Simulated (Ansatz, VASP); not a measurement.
## One calculation of SrTiO3, two programs

The input INCAR:

```
PREC = Accurate ; ENCUT = 600
EDIFF = 1E-6 ; ISMEAR = 0
SIGMA = 0.02 ; LREAL = False
LASPH = True ; NELM = 80
ALGO = Normal ; ISIF = 3
LWAVE = False ; LCHARG = False
GGA = PS ; IBRION = 2
NSW = 100 ; EDIFFG = -0.005
```

The input KPOINTS:

```
Automatic mesh
0
Gamma
  8 8 8
```

Contents of POSCAR:

```
SrTiO3
1.0
    3.9127013100      0.0000000000      0.0000000000
    0.0000000000      3.9127013100      0.0000000000
    0.0000000000      0.0000000000      3.9127013100
Sr Ti O
1 1 3
Direct
    0.0000000000      0.0000000000      0.0000000000
    0.5000000000      0.5000000000      0.5000000000
    0.5000000000      0.0000000000      0.5000000000
    0.5000000000      0.5000000000      0.0000000000
    0.0000000000      0.5000000000      0.5000000000
```

Input for Ansatz:

```yaml
crystal:
  lattice:
    - [3.91270131, 0.0, 0.0]
    - [0.0, 3.91270131, 0.0]
    - [0.0, 0.0, 3.91270131]
  atoms:
    - { symbol: Sr, position: [0.0, 0.0, 0.0] }
    - { symbol: Ti, position: [0.5, 0.5, 0.5] }
    - { symbol: O, position: [0.5, 0.0, 0.5] }
    - { symbol: O, position: [0.5, 0.5, 0.0] }
    - { symbol: O, position: [0.0, 0.5, 0.5] }
basis:
  ecutwfc: 420
kpoints:
  mp_grid: { grid: [8, 8, 8] }
hamiltonian:
  xc: pbesol
scf:
  occupations: { method: gaussian, width: 0.02 }
output:
  forces: true
  stress: true
  eigenvalues: true
  write_density: true
  write_potential: true
  elf: true
  volumetric_format: npy
relax:
  adjacent_minimum: "off"
  f_tol: 0.005
  max_steps: 80
  cell: { stress_tol: 0.05 }
```

Alike in both runs: task relaxation of cell and atoms; functional PBEsol; k mesh 8 × 8 × 8; occupations gaussian, width 0.02 eV; no spin polarisation.

```csv
,VASP,Ansatz
version,VASP 6.6.1,Ansatz 0.2.0
potentials or method,"VASP PAW PBE potentials, release 64 (Sr_sv, Ti_sv, O), cutoff 600 eV","scalar-relativistic, plane waves, PAW"
valence electrons in the cell,40,40
```

|  | VASP | Ansatz | Ansatz less VASP |
| --- | --- | --- | --- |
| gap on the k mesh at the Fermi level, each at its own relaxed structure (eV) | 1.82 | 1.85 | +0.036 |
| relaxed volume (Å³/atom) | 11.82 | 11.78 | -0.033 |
| relaxed length of the cell vector where the two differ most in proportion (Å) | 3.895 | 3.891 | -0.0037 |

VASP's potentials were made for PBE, not for PBEsol.
